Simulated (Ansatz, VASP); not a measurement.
**Two plane-wave programs on Fe3F**

```
Fe F
1.0
     0.00000    2.90038    2.90038
     2.90038    0.00000    2.90038
     2.90038    2.90038    0.00000
Fe F
3 1
Direct
  0.25000 0.25000 0.25000
  0.75000 0.75000 0.75000
  0.50000 0.50000 0.50000
  0.00000 0.00000 0.00000
```

Change from the starting cell: species swapped into the NdCd3 type (Fm-3m, No. 225).

Alike in both runs: functional PBE; k mesh 14 × 14 × 14; occupations gaussian, width 0.1 eV; collinear spin.

Ansatz relaxed the structure, and its values are those at the end. VASP's run is a single point on that final structure, the one shown.

|  | VASP | Ansatz |
| --- | --- | --- |
| version | VASP 6.6.1 | Ansatz 0.2.0 |
| potentials or method | VASP PAW PBE potentials, release 64 (Fe, F), cutoff 520 eV | scalar-relativistic, plane waves, PAW |
| valence electrons in the cell | 31 | 55 |

|  | VASP | Ansatz | Ansatz less VASP |
| --- | --- | --- | --- |
| gap on the k mesh at the Fermi level (eV) | none | none | - |
| pressure (GPa) | -0.3 | 0.0 | +0.38 |
| net moment per atom (μB) | 2.14 | 2.14 | +0.003 |
| size of the moment on the site where the two differ most (μB) | 2.92 | 2.94 | +0.016 |

Site moments also hang on the region over which each program counts them. A gap of «none» marks a metal or a gap that the smearing closes. VASP's potentials hold 31 valence electrons a cell and Ansatz's 55, so a difference there can come from the potentials and not from the codes.
